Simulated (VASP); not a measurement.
Wanted: the native input for a VASP 6.6.1 run.

| Quantity | Value |
| --- | --- |
| Task | single point |
| Functional | r2SCAN |
| Potentials or basis | VASP PAW PBE potentials, release 64 (Te, Pt) |
| Cutoff | 520 eV |
| k mesh | 12 × 12 × 10 |
| Occupations | gaussian, width 0.15 eV |
| Spin | no spin polarisation |
| Dipole correction | no |
| Further INCAR settings | ALGO = Normal; EDIFF = 1e-06; NBANDS = 24 |

Crystal: TePt.

```
Te Pt
1.0
     4.11100    0.00000    0.00000
    -2.05550    3.56023    0.00000
     0.00000    0.00000    5.44600
Te Pt
2 2
Cartesian
  0.0000 2.3735 1.3615
  2.0555 1.1867 4.0845
  0.0000 0.0000 0.1250
  0.0000 0.0000 2.8480
```

This cell differs from its parent crystal: all Pt atoms moved +0.125 Å, as atom 3 along Cartesian [0 0 1].

The input as run:

POSCAR

```
TePt
1.0
    4.1109998117      0.0000000000      0.0000000000
   -2.0554999058      3.5602302719      0.0000000000
    0.0000000000      0.0000000000      5.4460000000
Te Pt
2 2
Direct
    0.3333333333      0.6666666667      0.2500000000
    0.6666666667      0.3333333333      0.7500000000
    0.0000000000      0.0000000000      0.0229526258
    0.0000000000      0.0000000000      0.5229526258
```

INCAR.step1

```
PREC = Accurate
ENCUT = 520
ISMEAR = 0
SIGMA = 0.15
LREAL = F
LASPH = T
NELM = 60
NBANDS = 24
GGA = PE
ALGO = Normal
EDIFF = 1E-4
LWAVE = T
LCHARG = F
```

INCAR.step2

```
PREC = Accurate
ENCUT = 520
EDIFF = 1E-6
ISMEAR = 0
SIGMA = 0.15
LREAL = F
LASPH = T
NELM = 60
ALGO = Normal
ISIF = 2
LWAVE = F
LCHARG = T
METAGGA = R2SCAN
LMIXTAU = T
LELF = T
LVHAR = T
NBANDS = 24
ISTART = 1
```

KPOINTS

```
regular mesh
0
Gamma
  12 12 10
```

Potentials or basis: VASP PAW PBE potentials, release 64 (Te, Pt).

Command:

```bash
$ cat potpaw_PBE.64/Te/POTCAR potpaw_PBE.64/Pt/POTCAR > POTCAR
$ cp INCAR.step1 INCAR
$ mpirun -np 1 vasp_std > vasp.out
$ cp INCAR.step2 INCAR
$ mpirun -np 1 vasp_std > vasp.out
```

Results of the run:

```json
{"Pressure": "16.0 GPa", "Largest force": "0.466 eV/Å", "Band gap on the k mesh": "zero (band 16 reaches 11.93 eV, above the bottom of band 17 at 10.32 eV)"}
```

Caveat: the cell differs from its parent crystal (all Pt atoms moved +0.125 Å, as atom 3 along Cartesian [0 0 1]); the PAW data sets were made with another functional, which shifts forces and pressure a little; spin-orbit coupling is left out, which moves the levels of the heavy elements.

Run time: 8.1 min on 1 thread of Intel Xeon 6975P-C, with other jobs on the host, peak memory 0.35 GiB.
